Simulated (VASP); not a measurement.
Runs of VASP 6.6.1 on NaCl. The structure is that of space group Fm-3m (No. 225), or close to it. The cells are those of the table. 

| task | cell | k mesh | cutoff (eV) | smearing | gap on the mesh (eV) | pressure (GPa) |
| --- | --- | --- | --- | --- | --- | --- |
| single point | a = 3.974 Å, angles 60.0°, 2 atoms | 6 × 6 × 6 | 520 | gaussian 0.1 eV | 5.88 | -1.0 |
| single point | a = 3.641 Å, angles 60.0°, 2 atoms | 8 × 8 × 8 | 520 | gaussian 0.02 eV | (a) | 11.7 |
| relaxation of cell and atoms | relaxed to 12 GPa from a = 3.641 Å, angles 60.0°, 2 atoms | 8 × 8 × 8 | 600 | gaussian 0.02 eV | 7.27 | 12.0 |
| relaxation of cell and atoms | relaxed to 12 GPa from a = 3.974 Å, angles 60.0°, 2 atoms | 8 × 8 × 8 | 600 | gaussian 0.02 eV | 7.27 | 12.0 |

Alike in all rows: level r2SCAN+rVV10; potentials or basis VASP PAW PBE potentials, release 64 (Na_pv, Cl); no spin polarisation.

Question: Fill in the values left out.

Answer: (a) 7.24.

Caveats: the PAW data sets were made with another functional, which shifts forces and pressure a little; the cell is relaxed towards a set pressure, so the run minimises the enthalpy, not the energy (at least some runs); the cell stands under pressure (at least some runs).

